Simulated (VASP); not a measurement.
Here is a VASP 6.6.1 calculation.

The input INCAR:

```
SYSTEM = TcN2
PREC     = Accurate       ! precision mode
ENCUT    = 600            ! plane-wave cutoff, eV
EDIFF    = 1E-6           ! SCF threshold, eV
ISMEAR   = 0              ! smearing method
SIGMA    = 0.05           ! smearing width, eV
LREAL    = .False.        ! projectors in reciprocal space
LASPH    = .True.         ! aspherical terms in the spheres
NELM     = 120            ! most SCF steps
ALGO     = Normal         ! electronic algorithm
ISIF     = 2              ! what is computed and relaxed
LWAVE    = .False.        ! write WAVECAR
LCHARG   = .True.         ! write CHGCAR
GGA      = PE             ! functional
LELF     = .True.         ! ELF
LVHAR    = .True.       
NBANDS   = 18             ! bands
GGA_COMPAT= .False.
```

KPOINTS

```
Automatic mesh
0
Gamma
  9 9 9
  0 0 0
```

File POSCAR:

```
TcN2
1.0
    0.0000000000      2.4445500000      2.4445500000
    2.4445500000      0.0000000000      2.4445500000
    2.4445500000      2.4445500000      0.0000000000
Tc N
1 2
Direct
    0.0000000000      0.0000000000      0.0000000000
    0.7500000000      0.7500000000      0.7500000000
    0.2500000000      0.2500000000      0.2500000000
```

Potentials or basis: VASP PAW PBE potentials, release 64 (Tc_pv, N).

Launch:

```sh
$ cat potpaw_PBE.64/Tc_pv/POTCAR potpaw_PBE.64/N/POTCAR > POTCAR
$ mpirun -np 1 vasp_std > vasp.out
```

(1) What does it give for the pressure?

(2) What does it give for the band gap on the k mesh?

Results:

(1) -5.9 GPa.

(2) zero (an odd number of electrons rules out a gap without spin polarisation).

Caveat: the cell stands under tension.
